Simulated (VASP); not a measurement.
# F2 in VASP: further runs

F2 is run at these levels: PBE+D3(BJ); tasks: single point, relaxation of the atoms.

Everything below comes from runs of VASP 6.6.1. Logs are shortened: lines on timing, memory, paths and dates and some standing lists are left out, and cuts for length are marked.

## 1. The cell of the first run

The cell holds a molecule in a box, 2 atoms: a = 15.000 Å, b = 15.500 Å, c = 16.000 Å, α = 90.00°, β = 90.00°, γ = 90.00°.

## 2. Single point, PBE+D3(BJ)

INCAR reads:

```
SYSTEM = F
ALGO = Normal
EDIFF = 1E-6
ENCUT = 520
GGA = PE
ISIF = 2
ISMEAR = 0
ISYM = 0
IVDW = 12
LASPH = .True.
LCHARG = .False.
LREAL = .False.
LWAVE = .False.
NBANDS = 14
NELM = 100
PREC = Accurate
SIGMA = 0.005
```

KPOINTS reads:

```
k-points
0
Gamma
  1 1 1
  0 0 0
```

POSCAR reads:

```
F
1.0
   15.0000000000      0.0000000000      0.0000000000
    0.0000000000     15.5000000000      0.0000000000
    0.0000000000      0.0000000000     16.0000000000
F
2
Direct
    0.4600125721      0.4990024024      0.4766268554
    0.5399874279      0.5009975976      0.5233731446
```

Potentials or basis: VASP PAW PBE potentials, release 64 (F).

On the command line:

```sh
$ cat potpaw_PBE.64/F/POTCAR > POTCAR
$ mpirun -np 1 vasp_gam > vasp.out
```

OUTCAR:

```text
SYSTEM = F
   EDIFF = 1E-6
   ENCUT = 520
   GGA = PE
   ISIF = 2
   ISMEAR = 0
   ISYM = 0
   IVDW = 12
   LASPH = .True.
   LREAL = .False.
   NELM = 100
   PREC = Accurate
 IVDW          = 12

 ion  position               nearest neighbor table
   1  0.460  0.499  0.477-   2 1.41
   2  0.540  0.501  0.523-   1 1.41

IMPORTANT INFORMATION: All symmetrisations will be switched off!
NOSYMM: (Re-)initialisation of all symmetry stuff for point group C_1.

----------------------------------------------------------------------------------------

                                     Primitive cell

  volume of cell :    3720.0000

  direct lattice vectors                    reciprocal lattice vectors
    15.000000000  0.000000000  0.000000000     0.066666667  0.000000000  0.000000000
     0.000000000 15.500000000  0.000000000     0.000000000  0.064516129  0.000000000
     0.000000000  0.000000000 16.000000000     0.000000000  0.000000000  0.062500000

  length of vectors
    15.000000000 15.500000000 16.000000000     0.066666667  0.064516129  0.062500000

  position of ions in fractional coordinates (direct lattice)
     0.460012572  0.499002402  0.476626855
     0.539987428  0.500997598  0.523373145

  ion indices of the primitive-cell ions
   primitive index   ion index
                 1           1
                 2           2

----------------------------------------------------------------------------------------

 KPOINTS: k-points

Automatic generation of k-mesh.
 Grid dimensions read from file:
 generate k-points for:    1    1    1

 Generating k-lattice:

  Cartesian coordinates                     Fractional coordinates (reciprocal lattice)
     0.066666667  0.000000000  0.000000000     1.000000000  0.000000000  0.000000000
     0.000000000  0.064516129  0.000000000     0.000000000  1.000000000  0.000000000
     0.000000000  0.000000000  0.062500000     0.000000000  0.000000000  1.000000000

  Length of vectors
     0.066666667  0.064516129  0.062500000

  Shift w.r.t. Gamma in fractional coordinates (k-lattice)
     0.000000000  0.000000000  0.000000000

 Subroutine IBZKPT returns following result:
 ===========================================

 Found      1 irreducible k-points:

 Following reciprocal coordinates:
            Coordinates               Weight
  0.000000  0.000000  0.000000      1.000000
   k-points           NKPTS =      1   k-points in BZ     NKDIM =      1   number of bands    NBANDS=     14
   number of dos      NEDOS =    301   number of ions     NIONS =      2
   total plane-waves  NPLWV = ******
   dimension x,y,z NGX =   112 NGY =  120 NGZ =  120
   dimension x,y,z NGXF=   224 NGYF=  240 NGZF=  240
   ions per type =               2
   NGX,Y,Z   is equivalent  to a cutoff of  12.41, 12.87, 12.47 a.u.
   NGXF,Y,Z  is equivalent  to a cutoff of  24.83, 25.74, 24.94 a.u.
 SYSTEM =  F
   PREC   = accura    normal or accurate (medium, high low for compatibility)
   ISTART =      0    job   : 0-new  1-cont  2-samecut
   ICHARG =      2    charge: 1-file 2-atom 10-const
   ISPIN  =      1    spin polarized calculation?
   LNONCOLLINEAR =      F non collinear calculations
   LSORBIT =      F    spin-orbit coupling
   LASPH  =      T    aspherical Exc in radial PAW
   ENCUT  =  520.0 eV  38.22 Ry    6.18 a.u.  27.89 28.82 29.75*2*pi/ulx,y,z
   NELM   =    100;   NELMIN=  2; NELMDL= -5     # of ELM steps
   EDIFF  = 0.1E-05   stopping-criterion for ELM
   LREAL  =      F    real-space projection
   EDIFFG = 0.1E-04   stopping-criterion for IOM
   NSW    =      0    number of steps for IOM
   IBRION =     -1    ionic relax: 0-MD 1-quasi-New 2-CG
   NFREE  =      0    steps in history (QN), initial steepest desc. (CG)
   ISIF   =      2    stress and relaxation
   ISYM   =      0    0-nonsym 1-usesym 2-fastsym
   POTIM  = 0.5000    time-step for ionic-motion
   TEBEG  =    0.0;   TEEND  =   0.0 temperature during run
   PSTRESS=    0.0 pullay stress
   NELECT =      14.0000    total number of electrons
   NUPDOWN=      -1.0000    fix difference up-down
   EMIN   =  10.00;   EMAX   =-10.00  energy-range for DOS
   EFERMI =   0.00;   METHOD = LEGACY
   ISMEAR =     0;   SIGMA  =   0.01  broadening in eV -4-tet -1-fermi 0-gaus
   EFERMI_NEDOS =   21; number of points for ismear=-14 and -15
   IALGO  =     38    algorithm
   IMIX   =      4    mixing-type and parameters
     AMIX     =   0.40;   BMIX     =  1.00
     AMIX_MAG =   1.60;   BMIX_MAG =  1.00
  volume/ion in A,a.u.               =    1860.00     12551.90
  Fermi-wavevector in a.u.,A,eV,Ry     =   0.254646  0.481211  0.882263  0.064844
  Thomas-Fermi vector in A             =   1.076024
   LORBIT       =      0    0 simple, 1 ext, 2 COOP (PROOUT), +10 PAW based schemes
   GGA     = PE    functional components
   LHFCALC =     F    Hartree Fock is set to
   AEXX    =    0.0000 exact exchange contribution
   IVDW    =    12    specifies the selected vdW correction
   LEPSILON=     F    determine dielectric tensor
   LRPA    =     F    only Hartree local field effects (RPA)
 non-spin polarized calculation
 Gauss-broadening in eV      SIGMA  =   0.01
  energy-cutoff  :      520.00
  volume of cell :     3720.00
 maximum number of plane-waves:     50071
 NGX is ok and might be reduce to   112
   NGX = 55   NGY = 57   NGZ = 59

 number of electron      14.0000002 magnetization

 Free energy of the ion-electron system (eV)
  ---------------------------------------------------
  ext. energy  EPLUGINS =         0.00000000
  ---------------------------------------------------
  free energy    TOTEN  =        -3.61643080 eV

  energy without entropy =       -3.61643080  energy(sigma->0) =       -3.61643080

 E-fermi :  -9.3139     XC(G=0):  -0.1703

 val. band max:       -9.4205605073   @ k =   0.0000   0.0000   0.0000
 cond. band min:      -5.8864927109   @ k =   0.0000   0.0000   0.0000
 fundamental gap:      3.5340677964
 Fermi energy:        -9.3139164356

 k-point     1 :       0.0000    0.0000    0.0000
  band No.  band energies     occupation
      1     -34.0002      2.00000
      2     -27.6843      2.00000
      3     -15.3698      2.00000
      4     -12.7911      2.00000
      5     -12.7911      2.00000
      6      -9.4206      2.00000
      7      -9.4206      2.00000
      8      -5.8865      0.00000
      9      -0.2072      0.00000
     10       0.2740      0.00000
     11       0.5027      0.00000
     12       0.5432      0.00000
     13       0.5721      0.00000
     14       0.5946      0.00000

------------------------ aborting loop because EDIFF is reached ----------------------------------------

 Edisp (eV)   -0.00456

 E8    (eV) :    -0.0012

  FORCE on cell =-STRESS in cart. coord.  units (eV):
  Direction    XX          YY          ZZ          XY          YZ          ZX
  --------------------------------------------------------------------------------------
  -------------------------------------------------------------------------------------
  Total       0.28341    -0.11377     0.04058     0.01029     0.00660     0.24690
  in kB       0.12206    -0.04900     0.01748     0.00443     0.00284     0.10634
  external pressure =        0.03 kB  Pullay stress =        0.00 kB

 VOLUME and BASIS-vectors are now :
 -----------------------------------------------------------------------------
  energy-cutoff  :      520.00
  volume of cell :     3720.00
      direct lattice vectors                 reciprocal lattice vectors
    15.000000000  0.000000000  0.000000000     0.066666667  0.000000000  0.000000000
     0.000000000 15.500000000  0.000000000     0.000000000  0.064516129  0.000000000
     0.000000000  0.000000000 16.000000000     0.000000000  0.000000000  0.062500000

 POSITION                                       TOTAL-FORCE (eV/Angst)
 -----------------------------------------------------------------------------------
      6.90019      7.73454      7.62603        -0.317325     -0.007808     -0.197257
      8.09981      7.76546      8.37397         0.317325      0.007808      0.197257
 -----------------------------------------------------------------------------------
    total drift:                               -0.000003      0.000001     -0.000007

  FREE ENERGIE OF THE ION-ELECTRON SYSTEM (eV)
  ---------------------------------------------------
  free  energy   TOTEN  =        -3.6209922902 eV

  energy  without entropy=       -3.6209922902  energy(sigma->0) =       -3.62099229
```

Wall time 3 min (1 thread of Intel Xeon Platinum 8488C (Sapphire Rapids), shared host); peak memory 2 GiB.

What came out:

* Free energy: -3.6210 eV
* Largest force: 0.374 eV/Å
* Gap between the frontier levels: 3.53 eV
* Dispersion energy per atom: -0.002 eV

Forces in eV/Å, atoms in the order of the input:
```
F   -0.317 -0.008 -0.197
F    0.317  0.008  0.197
```

## 3. Relaxation of the atoms, PBE+D3(BJ)

INCAR reads:

```
SYSTEM = F
PREC = Accurate
ENCUT = 520
EDIFF = 1E-7
ISMEAR = 0
SIGMA = 0.005
LREAL = .False.
LASPH = .True.
NELM = 100
ALGO = Normal
ISIF = 2
LWAVE = .False.
LCHARG = .False.
GGA = PE
IVDW = 12
IBRION = 2
NSW = 100
EDIFFG = -0.01
ISYM = 0
```

KPOINTS reads:

```
regular mesh
0
Gamma
  1 1 1
  0 0 0
```

POSCAR reads:

```
F
1.0
   15.0000000000      0.0000000000      0.0000000000
    0.0000000000     15.5000000000      0.0000000000
    0.0000000000      0.0000000000     16.0000000000
F
2
Direct
    0.4617982093      0.4990469909      0.4776708543
    0.5382017907      0.5009530091      0.5223291457
```

Potentials or basis: VASP PAW PBE potentials, release 64 (F).

On the command line:

```sh
$ cat potpaw_PBE.64/F/POTCAR > POTCAR
$ mpirun -np 1 vasp_gam > vasp.out
```

OUTCAR:

```text
SYSTEM = F
   PREC = Accurate
   ENCUT = 520
   EDIFF = 1E-7
   ISMEAR = 0
   LREAL = .False.
   LASPH = .True.
   NELM = 100
   ISIF = 2
   GGA = PE
   IVDW = 12
   IBRION = 2
   NSW = 100
   EDIFFG = -0.01
   ISYM = 0
 IVDW          = 12

 ion  position               nearest neighbor table
   1  0.462  0.499  0.478-   2 1.35
   2  0.538  0.501  0.522-   1 1.35

IMPORTANT INFORMATION: All symmetrisations will be switched off!
NOSYMM: (Re-)initialisation of all symmetry stuff for point group C_1.

----------------------------------------------------------------------------------------

                                     Primitive cell

  volume of cell :    3720.0000

  direct lattice vectors                    reciprocal lattice vectors
    15.000000000  0.000000000  0.000000000     0.066666667  0.000000000  0.000000000
     0.000000000 15.500000000  0.000000000     0.000000000  0.064516129  0.000000000
     0.000000000  0.000000000 16.000000000     0.000000000  0.000000000  0.062500000

  length of vectors
    15.000000000 15.500000000 16.000000000     0.066666667  0.064516129  0.062500000

  position of ions in fractional coordinates (direct lattice)
     0.461798209  0.499046991  0.477670854
     0.538201791  0.500953009  0.522329146

  ion indices of the primitive-cell ions
   primitive index   ion index
                 1           1
                 2           2

----------------------------------------------------------------------------------------

 KPOINTS: regular mesh

Automatic generation of k-mesh.
 Grid dimensions read from file:
 generate k-points for:    1    1    1

 Generating k-lattice:

  Cartesian coordinates                     Fractional coordinates (reciprocal lattice)
     0.066666667  0.000000000  0.000000000     1.000000000  0.000000000  0.000000000
     0.000000000  0.064516129  0.000000000     0.000000000  1.000000000  0.000000000
     0.000000000  0.000000000  0.062500000     0.000000000  0.000000000  1.000000000

  Length of vectors
     0.066666667  0.064516129  0.062500000

  Shift w.r.t. Gamma in fractional coordinates (k-lattice)
     0.000000000  0.000000000  0.000000000

 Subroutine IBZKPT returns following result:
[... 62 lines left out ...]
 NGX is ok and might be reduce to   112
   NGX = 55   NGY = 57   NGZ = 59

--------------------------------------- Ionic step        1  -------------------------------------------

 number of electron      14.0000018 magnetization

 Free energy of the ion-electron system (eV)
  ---------------------------------------------------
  ext. energy  EPLUGINS =         0.00000000
  ---------------------------------------------------
  free energy    TOTEN  =        -3.50882416 eV

  energy without entropy =       -3.50882416  energy(sigma->0) =       -3.50882416

------------------------ aborting loop because EDIFF is reached ----------------------------------------

 Edisp (eV)   -0.00456

 E8    (eV) :    -0.0012
[... 31 lines left out ...]
--------------------------------------- Ionic step        2  -------------------------------------------

 number of electron      14.0000021 magnetization

 E-fermi : -10.0774     XC(G=0):  -0.1622

 val. band max:      -10.1868119119   @ k =   0.0000   0.0000   0.0000
 cond. band min:      -8.8016458131   @ k =   0.0000   0.0000   0.0000
 fundamental gap:      1.3851660988
 Fermi energy:       -10.0773698120

 k-point     1 :       0.0000    0.0000    0.0000
  band No.  band energies     occupation
      1     -31.8588      2.00000
      2     -28.9295      2.00000
      3     -14.4202      2.00000
      4     -11.9294      2.00000
      5     -11.9294      2.00000
      6     -10.1868      2.00000
      7     -10.1868      2.00000
      8      -8.8016      0.00000
      9      -0.2199      0.00000
     10       0.2815      0.00000
     11       0.4939      0.00000
[... 71 lines left out ...]
  FREE ENERGIE OF THE ION-ELECTRON SYSTEM (eV)
  ---------------------------------------------------
  free  energy   TOTEN  =        -3.6224887901 eV

  energy  without entropy=       -3.6224887901  energy(sigma->0) =       -3.62248879

[... ionic steps 4 to 8 ...]

--------------------------------------- Ionic step        9  -------------------------------------------

 number of electron      13.9999999 magnetization

------------------------ aborting loop because EDIFF is reached ----------------------------------------
[... 75 lines left out ...]
--------------------------------------- Ionic step       11  -------------------------------------------

 number of electron      13.9999999 magnetization

 Free energy of the ion-electron system (eV)
  ---------------------------------------------------
  ext. energy  EPLUGINS =         0.00000000
  ---------------------------------------------------
  free energy    TOTEN  =        -3.61836164 eV

  energy without entropy =       -3.61836164  energy(sigma->0) =       -3.61836164

 E-fermi :  -9.4287     XC(G=0):  -0.1557

 val. band max:       -9.4629494220   @ k =   0.0000   0.0000   0.0000
 cond. band min:      -6.0526311973   @ k =   0.0000   0.0000   0.0000
 fundamental gap:      3.4103182247
 Fermi energy:        -9.4287112392

 k-point     1 :       0.0000    0.0000    0.0000
  band No.  band energies     occupation
      1     -33.8709      2.00000
      2     -27.7518      2.00000
      3     -15.3298      2.00000
      4     -12.7409      2.00000
      5     -12.7409      2.00000
      6      -9.4630      2.00000
      7      -9.4629      2.00000
      8      -6.0526      0.00000
      9      -0.2020      0.00000
     10       0.2894      0.00000
     11       0.5144      0.00000
[... 31 lines left out ...]
  FREE ENERGIE OF THE ION-ELECTRON SYSTEM (eV)
  ---------------------------------------------------
  free  energy   TOTEN  =        -3.6229234960 eV

  energy  without entropy=       -3.6229234960  energy(sigma->0) =       -3.62292350

 reached required accuracy - stopping structural energy minimisation
```

OSZICAR:

```text
N       E                     dE             d eps       ncg     rms          rms(c)
DAV:   1     0.191625293058E+03    0.19163E+03   -0.26581E+03    30   0.627E+02
DAV:   2     0.101938584668E+03   -0.89687E+02   -0.88504E+02    33   0.931E+01
DAV:   3     0.135634441369E+02   -0.88375E+02   -0.85657E+02    44   0.112E+02
[... 112 lines left out ...]
DAV:   1    -0.361836160196E+01   -0.10232E-05   -0.39936E-05    28   0.662E-02    0.207E-03
DAV:   2    -0.361836102153E+01    0.58044E-06   -0.54136E-07    28   0.828E-03    0.126E-03
DAV:   3    -0.361836149124E+01   -0.46972E-06    0.12146E-08    20   0.140E-03    0.348E-04
DAV:   4    -0.361836162379E+01   -0.13255E-06    0.26857E-08    20   0.401E-04    0.861E-05
DAV:   5    -0.361836164280E+01   -0.19004E-07    0.27033E-08    20   0.247E-04
  11 F= -.36229235E+01 E0= -.36229235E+01  d E =-.215798E-05
```

CONTCAR:

```text
F
   1.00000000000000
    15.0000000000000000    0.0000000000000000    0.0000000000000000
     0.0000000000000000   15.5000000000000000    0.0000000000000000
     0.0000000000000000    0.0000000000000000   16.0000000000000000
  F
     2
Direct
     0.4597191105589012    0.4989988388776622    0.4764653775724463
     0.5402808894410988    0.5010011611223379    0.5235346224275539

  0.00000000E+00  0.00000000E+00  0.00000000E+00
  0.00000000E+00  0.00000000E+00  0.00000000E+00
```

Run time: 16 min. Hardware: 1 thread of Intel Xeon Platinum 8488C (Sapphire Rapids), shared host; peak memory 2 GiB.

What came out:

| Quantity | Value |
| --- | --- |
| Free energy | -3.6229 eV |
| Energy gained by relaxing | 54.8 meV/atom |
| Ionic steps | 11 |
| Largest force after relaxing | 0.008 eV/Å |
| Gap between the frontier levels | 3.41 eV |
| Dispersion energy per atom | -0.002 eV |

Forces in eV/Å, atoms in the order of the input:
```
F   -0.007  0.000 -0.004
F    0.007  0.000  0.004
```

The path:
| step | energy change (eV) | largest force (eV/Å) | pressure (GPa) |
| --- | --- | --- | --- |
| 1 | 0.0000 | 3.2141 | 0.06 |
| 2 | 0.5028 | 4.0321 | -0.10 |
| 3 | -0.1091 | 0.1720 | -0.01 |
| 4 | -0.1095 | 0.0361 | -0.01 |
| 5 | -0.1095 | 0.0155 | 0.00 |
| 6 | -0.1095 | 0.0153 | 0.00 |
| 7 | -0.1095 | 0.0147 | 0.00 |
| 8 | -0.1095 | 0.0144 | 0.00 |
| 9 | -0.1095 | 0.0136 | 0.00 |
| 10 | -0.1095 | 0.0118 | 0.00 |
| 11 | -0.1095 | 0.0083 | 0.00 |

Final structure:
```
CELL_PARAMETERS angstrom
15.00000 0.00000 0.00000
0.00000 15.50000 0.00000
0.00000 0.00000 16.00000
ATOMIC_POSITIONS crystal
F 0.45972 0.49900 0.47647
F 0.54028 0.50100 0.52353
```
